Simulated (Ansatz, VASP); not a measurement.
Li: VASP beside Ansatz

```
Li
1.0
     0.00000    2.20200    2.20200
     2.20200    0.00000    2.20200
     2.20200    2.20200    0.00000
Li
1
Cartesian
  0.0000 0.0000 0.0000
```

Alike in both runs: task relaxation of cell and atoms; functional PBEsol; k mesh 22 × 22 × 22; occupations fermi-dirac, width 0.05 eV; no spin polarisation.

|  | VASP | Ansatz |
| --- | --- | --- |
| version | VASP 6.6.1 | Ansatz 0.2.0 |
| potentials or method | VASP PAW PBE potentials, release 64 (Li_sv) | PAW with Ansatz's default frozen-core files, scalar-relativistic |
| plane-wave cutoff (eV) | 600 | 420 |
| valence electrons in the cell | 3 | 3 |

|  | VASP | Ansatz | Ansatz less VASP |
| --- | --- | --- | --- |
| relaxed volume (Å³/atom) | 19.94 | 20.14 | +0.202 |
| relaxed cell length with the largest relative difference (Å) | 3.044 | 3.054 | +0.0102 |

VASP's potentials were made for PBE, not for PBEsol.

Noted on VASP's run: the cutoff is short for stress, so the pressure is rough.
